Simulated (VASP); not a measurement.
# CuI (F-43m) in VASP: further runs

CuI is run at these levels: RPBE, SVWN5, PBE+D3(BJ); tasks: single point.

Everything below comes from runs of VASP 6.6.1. Logs are shortened: lines on timing, memory, paths and dates and some standing lists are left out, and cuts for length are marked.

### 1 The cell of the first run

Symmetry: F-43m, No. 216, cubic system. Conventional cell: a = 6.143 Å, b = 6.143 Å, c = 6.143 Å, α = 90.00°, β = 90.00°, γ = 90.00°. I (site symmetry -43m) has 4 Cu at 2.66 Å within 3.5 Å. Cu (site symmetry -43m) has 4 I at 2.66 Å within 3.5 Å.

### 2 Single point, RPBE

INCAR

```
PREC     = Accurate       # precision mode
ENCUT    = 520            # plane-wave cutoff, eV
EDIFF    = 1E-6           # SCF threshold, eV
ISMEAR   = -1             # smearing method
SIGMA    = 0.05           # smearing width, eV
LREAL    = False          # projectors in reciprocal space
LASPH    = True           # aspherical terms in the spheres
NELM     = 60             # most SCF steps
ALGO     = Normal         # electronic algorithm
ISIF     = 2              # what is computed and relaxed
LWAVE    = False          # write WAVECAR
LCHARG   = False          # write CHGCAR
GGA      = RP             # functional
NBANDS   = 16             # bands
```

KPOINTS

```
regular mesh
0
Gamma
  8 8 8
```

POSCAR

```
CuI
1.0
    0.0000000000      3.0713927327      3.0713927327
    3.0713927327      0.0000000000      3.0713927327
    3.0713927327      3.0713927327      0.0000000000
I Cu
1 1
Direct
    0.0000000000      0.0000000000      0.0000000000
    0.7500000000      0.7500000000      0.7500000000
```

Potentials or basis: VASP PAW PBE potentials, release 64 (I, Cu).

Command:

```sh
$ cat potpaw_PBE.64/I/POTCAR potpaw_PBE.64/Cu/POTCAR > POTCAR
$ mpirun -np 1 vasp_std > vasp.out
```

OUTCAR:

```text
PREC = Accurate
   ENCUT = 520
   EDIFF = 1E-6
   ISMEAR = -1
   LREAL = False
   LASPH = True
   NELM = 60
   ISIF = 2
   GGA = RP

 ion  position               nearest neighbor table
   1  0.000  0.000  0.000-   2 2.66   2 2.66   2 2.66   2 2.66
   2  0.750  0.750  0.750-   1 2.66   1 2.66   1 2.66   1 2.66

  LATTYP: Found a face centered cubic cell.
 ALAT       =     6.1427854654

  Lattice vectors:

 A1 = (   0.0000000000,   3.0713927327,   3.0713927327)
 A2 = (   3.0713927327,   0.0000000000,   3.0713927327)
 A3 = (   3.0713927327,   3.0713927327,   0.0000000000)

Analysis of symmetry for initial positions (statically):
=====================================================================
 Subroutine PRICEL returns:
 Original cell was already a primitive cell.

 Routine SETGRP: Setting up the symmetry group for a
 face centered cubic supercell.

 Subroutine GETGRP returns: Found 24 space group operations
 (whereof 24 operations were pure point group operations)
 out of a pool of 48 trial point group operations.

The static configuration has the point symmetry T_d .

Analysis of symmetry for dynamics (positions and initial velocities):
=====================================================================
 Subroutine PRICEL returns:
 Original cell was already a primitive cell.

 Routine SETGRP: Setting up the symmetry group for a
 face centered cubic supercell.

 Subroutine GETGRP returns: Found 24 space group operations
 (whereof 24 operations were pure point group operations)
 out of a pool of 48 trial point group operations.

The dynamic configuration has the point symmetry T_d .

 Subroutine INISYM returns: Found 24 space group operations
 (whereof 24 operations are pure point group operations),
 and found     1 'primitive' translations

----------------------------------------------------------------------------------------

                                     Primitive cell

  volume of cell :      57.9477

  direct lattice vectors                    reciprocal lattice vectors
     0.000000000  3.071392733  3.071392733    -0.162792597  0.162792597  0.162792597
     3.071392733  0.000000000  3.071392733     0.162792597 -0.162792597  0.162792597
     3.071392733  3.071392733  0.000000000     0.162792597  0.162792597 -0.162792597

  length of vectors
     4.343605258  4.343605258  4.343605258     0.281965049  0.281965049  0.281965049

  position of ions in fractional coordinates (direct lattice)
     0.000000000  0.000000000  0.000000000
     0.750000000  0.750000000  0.750000000

  ion indices of the primitive-cell ions
   primitive index   ion index
                 1           1
                 2           2

----------------------------------------------------------------------------------------

 KPOINTS: regular mesh

Automatic generation of k-mesh.
 Grid dimensions read from file:
 generate k-points for:    8    8    8

 Generating k-lattice:

  Cartesian coordinates                     Fractional coordinates (reciprocal lattice)
    -0.020349075  0.020349075  0.020349075     0.125000000  0.000000000  0.000000000
     0.020349075 -0.020349075  0.020349075     0.000000000  0.125000000  0.000000000
     0.020349075  0.020349075 -0.020349075     0.000000000  0.000000000  0.125000000

  Length of vectors
     0.035245631  0.035245631  0.035245631

  Shift w.r.t. Gamma in fractional coordinates (k-lattice)
     0.000000000  0.000000000  0.000000000

 Subroutine IBZKPT returns following result:
 ===========================================

 Found     29 irreducible k-points:

 Following reciprocal coordinates:
            Coordinates               Weight
  0.000000  0.000000  0.000000      1.000000
  0.125000  0.000000  0.000000      8.000000
  0.250000  0.000000  0.000000      8.000000
  0.375000  0.000000  0.000000      8.000000
  0.500000  0.000000  0.000000      4.000000
  0.125000  0.125000  0.000000      6.000000
[... 16 lines left out ...]
  0.500000  0.250000  0.125000     48.000000
 -0.375000  0.250000  0.125000     24.000000
 [... further k-points ...]
   k-points           NKPTS =     29   k-points in BZ     NKDIM =     29   number of bands    NBANDS=     16
   number of dos      NEDOS =    301   number of ions     NIONS =      2
   total plane-waves  NPLWV =  32768
   dimension x,y,z NGX =    32 NGY =   32 NGZ =   32
   dimension x,y,z NGXF=    64 NGYF=   64 NGZF=   64
   ions per type =               1   1
   NGX,Y,Z   is equivalent  to a cutoff of  12.25, 12.25, 12.25 a.u.
   NGXF,Y,Z  is equivalent  to a cutoff of  24.50, 24.50, 24.50 a.u.
 SYSTEM =  unknown system
   PREC   = accura    normal or accurate (medium, high low for compatibility)
   ISTART =      0    job   : 0-new  1-cont  2-samecut
   ICHARG =      2    charge: 1-file 2-atom 10-const
   ISPIN  =      1    spin polarized calculation?
   LNONCOLLINEAR =      F non collinear calculations
   LSORBIT =      F    spin-orbit coupling
   LASPH  =      T    aspherical Exc in radial PAW
   ENCUT  =  520.0 eV  38.22 Ry    6.18 a.u.   8.08  8.08  8.08*2*pi/ulx,y,z
   NELM   =     60;   NELMIN=  2; NELMDL= -5     # of ELM steps
   EDIFF  = 0.1E-05   stopping-criterion for ELM
   LREAL  =      F    real-space projection
   EDIFFG = 0.1E-04   stopping-criterion for IOM
   NSW    =      0    number of steps for IOM
   IBRION =     -1    ionic relax: 0-MD 1-quasi-New 2-CG
   NFREE  =      0    steps in history (QN), initial steepest desc. (CG)
   ISIF   =      2    stress and relaxation
   ISYM   =      2    0-nonsym 1-usesym 2-fastsym
   POTIM  = 0.5000    time-step for ionic-motion
   TEBEG  =    0.0;   TEEND  =   0.0 temperature during run
   PSTRESS=    0.0 pullay stress
   NELECT =      18.0000    total number of electrons
   NUPDOWN=      -1.0000    fix difference up-down
   EMIN   =  10.00;   EMAX   =-10.00  energy-range for DOS
   EFERMI =   0.00;   METHOD = LEGACY
   ISMEAR =    -1;   SIGMA  =   0.05  broadening in eV -4-tet -1-fermi 0-gaus
   EFERMI_NEDOS =   21; number of points for ismear=-14 and -15
   IALGO  =     38    algorithm
   IMIX   =      4    mixing-type and parameters
     AMIX     =   0.40;   BMIX     =  1.00
     AMIX_MAG =   1.60;   BMIX_MAG =  1.00
  volume/ion in A,a.u.               =      28.97       195.53
  Fermi-wavevector in a.u.,A,eV,Ry     =   1.108716  2.095169 16.724978  1.229251
  Thomas-Fermi vector in A             =   2.245247
   LORBIT       =      0    0 simple, 1 ext, 2 COOP (PROOUT), +10 PAW based schemes
   GGA     = RP    functional components
   LHFCALC =     F    Hartree Fock is set to
   AEXX    =    0.0000 exact exchange contribution
   IVDW    =     0    specifies the selected vdW correction
   LEPSILON=     F    determine dielectric tensor
   LRPA    =     F    only Hartree local field effects (RPA)
 non-spin polarized calculation
  energy-cutoff  :      520.00
  volume of cell :       57.95
 maximum number of plane-waves:      1588
   NGX = 17   NGY = 17   NGZ = 17

 number of electron      17.9999995 magnetization

 Free energy of the ion-electron system (eV)
  ---------------------------------------------------
  ext. energy  EPLUGINS =         0.00000000
  ---------------------------------------------------
  free energy    TOTEN  =        -4.85921924 eV

  energy without entropy =       -4.85921914  energy(sigma->0) =       -4.85921919

 E-fermi :   4.7985     XC(G=0):  -8.5305

 val. band max:        4.1661003641   @ k =   0.0000   0.0000   0.0000
 cond. band min:       5.3436166556   @ k =   0.0000   0.0000   0.0000
 fundamental gap:      1.1775162915
 Fermi energy:         4.7984722587

 k-point     1 :       0.0000    0.0000    0.0000
  band No.  band energies     occupation
      1      -9.6469      2.00000
      2       0.6860      2.00000
      3       0.6860      2.00000
      4       0.6860      2.00000
      5       2.4982      2.00000
      6       2.4982      2.00000
[... 8 lines left out ...]
     15      13.6409      0.00000
     16      13.6409      0.00000

 k-point     2 :       0.1250    0.0000    0.0000
  band No.  band energies     occupation
      1      -9.5816      2.00000
      2       0.3970      2.00000
      3       0.6894      2.00000
      4       0.6894      2.00000
      5       2.4928      2.00000
      6       2.4928      2.00000
[... 8 lines left out ...]
     15      13.0686      0.00000
     16      13.2229      0.00000

 k-point     3 :       0.2500    0.0000    0.0000
  band No.  band energies     occupation
      1      -9.4151      2.00000
      2      -0.2774      2.00000
      3       0.6951      2.00000
      4       0.6951      2.00000
      5       2.4907      2.00000
      6       2.4907      2.00000
[... 8 lines left out ...]
     15      12.8822      0.00000
     16      13.2722      0.00000

 k-point     4 :       0.3750    0.0000    0.0000
  band No.  band energies     occupation
      1      -9.2341      2.00000
      2      -0.9164      2.00000
      3       0.6965      2.00000
      4       0.6965      2.00000
      5       2.5091      2.00000
      6       2.5091      2.00000
[... 8 lines left out ...]
     15      13.7504      0.00000
     16      13.7504      0.00000
[... 324 lines left out ...]
 k-point    22 :       0.3750    0.2500    0.1250
  band No.  band energies     occupation
      1      -9.2865      2.00000
      2      -0.4729      2.00000
      3       0.4656      2.00000
      4       0.6743      2.00000
      5       2.4366      2.00000
      6       2.5335      2.00000
[... 8 lines left out ...]
     15      14.3550      0.00000
     16      15.4903      0.00000

 k-point    23 :       0.5000    0.2500    0.1250
  band No.  band energies     occupation
      1      -9.1367      2.00000
      2      -0.7975      2.00000
      3       0.2526      2.00000
      4       0.6557      2.00000
      5       2.4575      2.00000
      6       2.5142      2.00000
[... 8 lines left out ...]
     15      14.7760      0.00000
     16      15.6369      0.00000

 k-point    24 :      -0.3750    0.2500    0.1250
  band No.  band energies     occupation
      1      -9.0714      2.00000
      2      -0.9341      2.00000
      3       0.1612      2.00000
      4       0.6412      2.00000
      5       2.4428      2.00000
      6       2.5104      2.00000
[... 8 lines left out ...]
     15      14.9257      0.00000
     16      15.4004      0.00000

 [... further k-points ...]

------------------------ aborting loop because EDIFF is reached ----------------------------------------

  FORCE on cell =-STRESS in cart. coord.  units (eV):
  Direction    XX          YY          ZZ          XY          YZ          ZX
  --------------------------------------------------------------------------------------
  -------------------------------------------------------------------------------------
  Total        0.3045308      0.3045308      0.3045308      0.0000000      0.0000000      0.0000000
  in kB        8.4198776      8.4198776      8.4198776      0.0000000      0.0000000      0.0000000
  external PRESSURE =       8.4198776 kB  Pullay stress =       0.0000000 kB

 VOLUME and BASIS-vectors are now :
 -----------------------------------------------------------------------------
  energy-cutoff  :      520.00
  volume of cell :       57.95
      direct lattice vectors                 reciprocal lattice vectors
     0.000000000  3.071392733  3.071392733    -0.162792597  0.162792597  0.162792597
     3.071392733  0.000000000  3.071392733     0.162792597 -0.162792597  0.162792597
     3.071392733  3.071392733  0.000000000     0.162792597  0.162792597 -0.162792597

 POSITION                                       TOTAL-FORCE (eV/Angst)
 -----------------------------------------------------------------------------------
      0.00000      0.00000      0.00000         0.000000     -0.000000      0.000000
      4.60709      4.60709      4.60709        -0.000000      0.000000     -0.000000
 -----------------------------------------------------------------------------------
    total drift:                               -0.000002     -0.000002     -0.000002

  FREE ENERGIE OF THE ION-ELECTRON SYSTEM (eV)
  ---------------------------------------------------
  free  energy   TOTEN  =        -4.8592192356 eV

  energy  without entropy=       -4.8592191397  energy(sigma->0) =       -4.85921919
```

Wall time 12 s (1 thread of Intel Xeon Platinum 8488C (Sapphire Rapids), shared host); peak memory 0.18 GiB.

What came out:

```yaml
Free_energy: -4.8592 eV
Pressure: 0.8 GPa
Band_gap_on_the_k_mesh: 1.18 eV
```

Levels at points of the mesh, in eV from the valence-band top:
| k point | band 6 | band 7 | band 8 | band 9 | band 10 | band 11 | band 12 | band 13 |
| --- | --- | --- | --- | --- | --- | --- | --- | --- |
| (0.00, 0.00, 0.00) | -1.67 | 0.00 | 0.00 | 0.00 | 1.18 | 4.93 | 4.93 | 4.93 |
| (0.50, 0.00, 0.00) | -1.64 | -1.60 | -0.64 | -0.64 | 2.21 | 5.46 | 5.46 | 7.51 |
| (0.50, 0.50, 0.00) | -1.62 | -1.59 | -1.34 | -1.34 | 2.92 | 2.98 | 9.09 | 9.60 |

Caveat: the PAW data sets were made with another functional, which shifts forces and pressure a little; spin-orbit coupling is left out, which moves the levels of the heavy elements.

(Part 1 of 2 ends here.)
